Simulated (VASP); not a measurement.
# NaI (Fm-3m) in VASP: notebook, part 2 of 2

VASP 6.6.1. Earlier steps stand in the parts before.

**4. Single point, r2SCAN**

This run uses another cell than the first one, of 33.80 Å³/atom, 1.064 times its volume.

File POSCAR:

```
NaI
1.0
    0.0000000000      3.2333908053      3.2333908053
    3.2333908053      0.0000000000      3.2333908053
    3.2333908053      3.2333908053      0.0000000000
Na I
1 1
Direct
    0.0000000000      0.0000000000      0.0000000000
    0.5000000000      0.5000000000      0.5000000000
```

File INCAR.step1:

```
SYSTEM = NaI
ALGO = Normal ; EDIFF = 1E-4
ENCUT = 520 ; GGA = PE
ISMEAR = 0 ; LASPH = .True.
LCHARG = .False. ; LREAL = .False.
LWAVE = .True. ; NBANDS = 14
NELM = 60 ; PREC = Accurate
SIGMA = 0.02
```

File INCAR.step2:

```
SYSTEM = NaI
ALGO = Normal ; EDIFF = 1E-6
ENCUT = 520 ; ISIF = 2
ISMEAR = 0 ; ISTART = 1
LASPH = .True. ; LCHARG = .True.
LELF = .True. ; LMIXTAU = .True.
LREAL = .False. ; LVHAR = .True.
LWAVE = .False. ; METAGGA = R2SCAN
NBANDS = 14 ; NELM = 60
PREC = Accurate ; SIGMA = 0.02
```

File KPOINTS:

```
k-points
0
Gamma
  6 6 6
  0 0 0
```

Potentials or basis: VASP PAW PBE potentials, release 64 (Na_pv, I).

The run is started by

```bash
> cat potpaw_PBE.64/Na_pv/POTCAR potpaw_PBE.64/I/POTCAR > POTCAR
> cp INCAR.step1 INCAR
> mpirun -np 1 vasp_std > vasp.out
> cp INCAR.step2 INCAR
> mpirun -np 1 vasp_std > vasp.out
```

OUTCAR:

```text
SYSTEM = NaI
   EDIFF = 1E-6
   ENCUT = 520
   ISIF = 2
   ISMEAR = 0
   ISTART = 1
   LASPH = .True.
   LREAL = .False.
   METAGGA = R2SCAN
   NELM = 60
   PREC = Accurate

 ion  position               nearest neighbor table
   1  0.000  0.000  0.000-
   2  0.500  0.500  0.500-

  LATTYP: Found a face centered cubic cell.
 ALAT       =     6.4667816106

  Lattice vectors:

[... 446 lines left out ...]
     13      13.8750      0.00000
     14      13.9168      0.00000

------------------------ aborting loop because EDIFF is reached ----------------------------------------

  FORCE on cell =-STRESS in cart. coord.  units (eV):
  Direction    XX          YY          ZZ          XY          YZ          ZX
  --------------------------------------------------------------------------------------
  -------------------------------------------------------------------------------------
  Total       -0.0561920     -0.0561920     -0.0561920      0.0000000     -0.0000000     -0.0000000
  in kB       -1.3316200     -1.3316200     -1.3316200      0.0000000     -0.0000000     -0.0000000
  external PRESSURE =      -1.3316200 kB  Pullay stress =       0.0000000 kB

 VOLUME and BASIS-vectors are now :
 -----------------------------------------------------------------------------
  energy-cutoff  :      520.00
  volume of cell :       67.61
      direct lattice vectors                 reciprocal lattice vectors
     0.000000000  3.233390805  3.233390805    -0.154636427  0.154636427  0.154636427
     3.233390805  0.000000000  3.233390805     0.154636427 -0.154636427  0.154636427
     3.233390805  3.233390805  0.000000000     0.154636427  0.154636427 -0.154636427

 POSITION                                       TOTAL-FORCE (eV/Angst)
 -----------------------------------------------------------------------------------
      0.00000      0.00000      0.00000         0.000000      0.000000     -0.000000
      3.23339      3.23339      3.23339        -0.000000     -0.000000      0.000000
 -----------------------------------------------------------------------------------
    total drift:                                0.000000      0.000000      0.000000

  FREE ENERGIE OF THE ION-ELECTRON SYSTEM (eV)
  ---------------------------------------------------
  free  energy   TOTEN  =       -31.0856005257 eV

  energy  without entropy=      -31.0856005257  energy(sigma->0) =      -31.08560053
```

OUTCAR.step1:

```text
SYSTEM = NaI
   EDIFF = 1E-4
   ENCUT = 520
   GGA = PE
   ISMEAR = 0
   LASPH = .True.
   LREAL = .False.
[... 482 lines left out ...]
      0.00000      0.00000      0.00000         0.000000     -0.000000      0.000000
      3.23339      3.23339      3.23339        -0.000000      0.000000     -0.000000
 -----------------------------------------------------------------------------------
    total drift:                                0.000000      0.000000      0.000000

  FREE ENERGIE OF THE ION-ELECTRON SYSTEM (eV)
  ---------------------------------------------------
  free  energy   TOTEN  =        -5.3843663957 eV

  energy  without entropy=       -5.3843663957  energy(sigma->0) =       -5.38436640
```

OSZICAR.step1:

```text
N       E                     dE             d eps       ncg     rms          rms(c)
DAV:   1     0.875194142462E+02    0.87519E+02   -0.65053E+03   448   0.895E+02
DAV:   2     0.127242004487E+01   -0.86247E+02   -0.80963E+02   490   0.233E+02
DAV:   3    -0.529304897135E+01   -0.65655E+01   -0.65235E+01   574   0.611E+01
DAV:   4    -0.544736838803E+01   -0.15432E+00   -0.15427E+00   556   0.973E+00
DAV:   5    -0.545164209040E+01   -0.42737E-02   -0.42736E-02   604   0.162E+00    0.163E+00
DAV:   6    -0.539092080560E+01    0.60721E-01   -0.70406E-02   520   0.153E+00    0.110E+00
DAV:   7    -0.538234384590E+01    0.85770E-02   -0.64861E-02   574   0.131E+00    0.610E-01
DAV:   8    -0.538440191551E+01   -0.20581E-02   -0.53102E-03   496   0.577E-01    0.178E-01
DAV:   9    -0.538436639566E+01    0.35520E-04   -0.20673E-04   550   0.125E-01
   1 F= -.53843664E+01 E0= -.53843664E+01  d E =-.253161E-13
```

Wall time 43 s (1 thread of Intel Xeon Platinum 8488C (Sapphire Rapids), shared host); peak memory 0.21 GiB.

Results:

* Free energy: -31.0856 eV
* Pressure: -0.1 GPa
* Band gap on the k mesh: 4.45 eV, direct

Caveat: the PAW data sets were made with another functional, which shifts forces and pressure a little; spin-orbit coupling is left out, which moves the levels of the heavy elements.

**5. Single point, r2SCAN**

This run uses another cell than the first one, of 33.80 Å³/atom, 1.064 times its volume.

POSCAR is that of step 4.

File INCAR.step1:

```
PREC     = Accurate       # precision mode
ENCUT    = 520            # plane-wave cutoff, eV
ISMEAR   = 0              # smearing method
SIGMA    = 0.02           # smearing width, eV
LREAL    = F              # projectors in reciprocal space
LASPH    = T              # aspherical terms in the spheres
NELM     = 60             # most SCF steps
NBANDS   = 14             # bands
GGA      = PE             # functional
ALGO     = Normal         # electronic algorithm
EDIFF    = 1E-4           # SCF threshold, eV
LWAVE    = T              # write WAVECAR
LCHARG   = F              # write CHGCAR
```

File INCAR.step2:

```
PREC     = Accurate       # precision mode
ENCUT    = 520            # plane-wave cutoff, eV
EDIFF    = 1E-6           # SCF threshold, eV
ISMEAR   = 0              # smearing method
SIGMA    = 0.02           # smearing width, eV
LREAL    = F              # projectors in reciprocal space
LASPH    = T              # aspherical terms in the spheres
NELM     = 60             # most SCF steps
ALGO     = Normal         # electronic algorithm
ISIF     = 2              # what is computed and relaxed
LWAVE    = F              # write WAVECAR
LCHARG   = F              # write CHGCAR
METAGGA  = R2SCAN         # meta-GGA
LMIXTAU  = T            
NBANDS   = 14             # bands
ISTART   = 1
```

File KPOINTS:

```
Automatic mesh
0
Gamma
  6 6 6
```

Potentials or basis: VASP PAW PBE potentials, release 64 (Na_pv, I).

The run is started by

```bash
> cat potpaw_PBE.64/Na_pv/POTCAR potpaw_PBE.64/I/POTCAR > POTCAR
> cp INCAR.step1 INCAR
> mpirun -np 1 vasp_std > vasp.out
> cp INCAR.step2 INCAR
> mpirun -np 1 vasp_std > vasp.out
```

OUTCAR:

```text
PREC = Accurate
   ENCUT = 520
   EDIFF = 1E-6
   ISMEAR = 0
   LREAL = F
   LASPH = T
   NELM = 60
   ISIF = 2
   METAGGA = R2SCAN
   ISTART = 1

 ion  position               nearest neighbor table
   1  0.000  0.000  0.000-
   2  0.500  0.500  0.500-

  LATTYP: Found a face centered cubic cell.
 ALAT       =     6.4667816106

  Lattice vectors:

 A1 = (   0.0000000000,   3.2333908053,   3.2333908053)
 A2 = (   3.2333908053,   0.0000000000,   3.2333908053)
 A3 = (   3.2333908053,   3.2333908053,   0.0000000000)

Analysis of symmetry for initial positions (statically):
=====================================================================
 Subroutine PRICEL returns:
 Original cell was already a primitive cell.

 Routine SETGRP: Setting up the symmetry group for a
 face centered cubic supercell.

 Subroutine GETGRP returns: Found 48 space group operations
 (whereof 48 operations were pure point group operations)
 out of a pool of 48 trial point group operations.

The static configuration has the point symmetry O_h .

Analysis of symmetry for dynamics (positions and initial velocities):
=====================================================================
 Subroutine PRICEL returns:
 Original cell was already a primitive cell.

 Routine SETGRP: Setting up the symmetry group for a
 face centered cubic supercell.

 Subroutine GETGRP returns: Found 48 space group operations
 (whereof 48 operations were pure point group operations)
 out of a pool of 48 trial point group operations.

The dynamic configuration has the point symmetry O_h .

 Subroutine INISYM returns: Found 48 space group operations
 (whereof 48 operations are pure point group operations),
 and found     1 'primitive' translations

----------------------------------------------------------------------------------------

                                     Primitive cell
[... 109 lines left out ...]
   AEXX    =    0.0000 exact exchange contribution
   IVDW    =     0    specifies the selected vdW correction
   LEPSILON=     F    determine dielectric tensor
   LRPA    =     F    only Hartree local field effects (RPA)
 non-spin polarized calculation
 Gauss-broadening in eV      SIGMA  =   0.02
  energy-cutoff  :      520.00
  volume of cell :       67.61
 maximum number of plane-waves:      1853
 NGX is ok and might be reduce to    36
   NGX = 17   NGY = 17   NGZ = 17

 number of electron      13.9999994 magnetization

 Free energy of the ion-electron system (eV)
  ---------------------------------------------------
  ext. energy  EPLUGINS =         0.00000000
  ---------------------------------------------------
  free energy    TOTEN  =       -31.08560053 eV

  energy without entropy =      -31.08560053  energy(sigma->0) =      -31.08560053

 E-fermi :   0.5977     XC(G=0):  -8.0805

 val. band max:        0.4995975588   @ k =   0.0000   0.0000   0.0000
 cond. band min:       4.9470163764   @ k =   0.0000   0.0000   0.0000
 fundamental gap:      4.4474188175
 Fermi energy:         0.5977394408

 k-point     1 :       0.0000    0.0000    0.0000
  band No.  band energies     occupation
      1     -22.7487      2.00000
      2     -22.7484      2.00000
      3     -22.7484      2.00000
      4     -10.8533      2.00000
      5       0.4996      2.00000
      6       0.4996      2.00000
      7       0.4996      2.00000
      8       4.9470      0.00000
      9       8.9742      0.00000
     10       8.9743      0.00000
     11       8.9743      0.00000
     12      10.8306      0.00000
     13      10.8306      0.00000
     14      11.6183      0.00000
[... 241 lines left out ...]
      1     -22.7518      2.00000
      2     -22.7507      2.00000
      3     -22.7502      2.00000
      4     -10.4263      2.00000
      5      -1.2044      2.00000
      6      -0.6280      2.00000
      7      -0.3917      2.00000
      8       6.5973      0.00000
      9       7.5103      0.00000
     10       9.7385      0.00000
     11       9.8951      0.00000
     12      13.1063      0.00000
     13      13.8750      0.00000
     14      13.9168      0.00000

------------------------ aborting loop because EDIFF is reached ----------------------------------------

  FORCE on cell =-STRESS in cart. coord.  units (eV):
  Direction    XX          YY          ZZ          XY          YZ          ZX
  --------------------------------------------------------------------------------------
  -------------------------------------------------------------------------------------
  Total       -0.0561920     -0.0561920     -0.0561920      0.0000000     -0.0000000     -0.0000000
  in kB       -1.3316200     -1.3316200     -1.3316200      0.0000000     -0.0000000     -0.0000000
  external PRESSURE =      -1.3316200 kB  Pullay stress =       0.0000000 kB

 VOLUME and BASIS-vectors are now :
 -----------------------------------------------------------------------------
  energy-cutoff  :      520.00
  volume of cell :       67.61
      direct lattice vectors                 reciprocal lattice vectors
     0.000000000  3.233390805  3.233390805    -0.154636427  0.154636427  0.154636427
     3.233390805  0.000000000  3.233390805     0.154636427 -0.154636427  0.154636427
     3.233390805  3.233390805  0.000000000     0.154636427  0.154636427 -0.154636427

 POSITION                                       TOTAL-FORCE (eV/Angst)
 -----------------------------------------------------------------------------------
      0.00000      0.00000      0.00000         0.000000      0.000000     -0.000000
      3.23339      3.23339      3.23339        -0.000000     -0.000000      0.000000
 -----------------------------------------------------------------------------------
    total drift:                                0.000000      0.000000      0.000000

  FREE ENERGIE OF THE ION-ELECTRON SYSTEM (eV)
  ---------------------------------------------------
  free  energy   TOTEN  =       -31.0856005257 eV

  energy  without entropy=      -31.0856005257  energy(sigma->0) =      -31.08560053
```

OUTCAR.step1:

```text
PREC = Accurate
   ENCUT = 520
   ISMEAR = 0
   LREAL = F
   LASPH = T
[... 482 lines left out ...]
 -----------------------------------------------------------------------------------
      0.00000      0.00000      0.00000         0.000000     -0.000000      0.000000
      3.23339      3.23339      3.23339        -0.000000      0.000000     -0.000000
 -----------------------------------------------------------------------------------
    total drift:                                0.000000      0.000000      0.000000

  FREE ENERGIE OF THE ION-ELECTRON SYSTEM (eV)
  ---------------------------------------------------
  free  energy   TOTEN  =        -5.3843663957 eV

  energy  without entropy=       -5.3843663957  energy(sigma->0) =       -5.38436640
```

It took 38 s on 1 thread of Intel Xeon Platinum 8488C (Sapphire Rapids), shared host; peak memory 0.21 GiB.

What came out:

| Item | Value |
| --- | --- |
| Free energy | -31.0856 eV |
| Pressure | -0.1 GPa |
| Band gap on the k mesh | 4.45 eV, direct |

Caveat: the PAW data sets were made with another functional, which shifts forces and pressure a little; spin-orbit coupling is left out, which moves the levels of the heavy elements. r2SCAN opens gaps a little over a GGA but as a rule still falls short of measured ones.

**6. Overview**

| cell | gap on the mesh (eV) | pressure (GPa) |
| --- | --- | --- |
| a = 4.479 Å, angles 60.0°, 2 atoms | 4.65 | 1.1 |
| a = 4.527 Å, angles 60.0°, 2 atoms | 4.54 | 0.4 |
| a = 4.573 Å, angles 60.0°, 2 atoms | 4.45 | -0.1 |

Alike in all rows: task single point; level r2SCAN; potentials or basis VASP PAW PBE potentials, release 64 (Na_pv, I); no spin polarisation; k mesh 6 × 6 × 6; cutoff (eV) 520; smearing gaussian 0.02 eV.

Caveats: the PAW data sets were made with another functional, which shifts forces and pressure a little; spin-orbit coupling is left out, which moves the levels of the heavy elements.

Absolute energies hang on the potentials; compare differences alone.
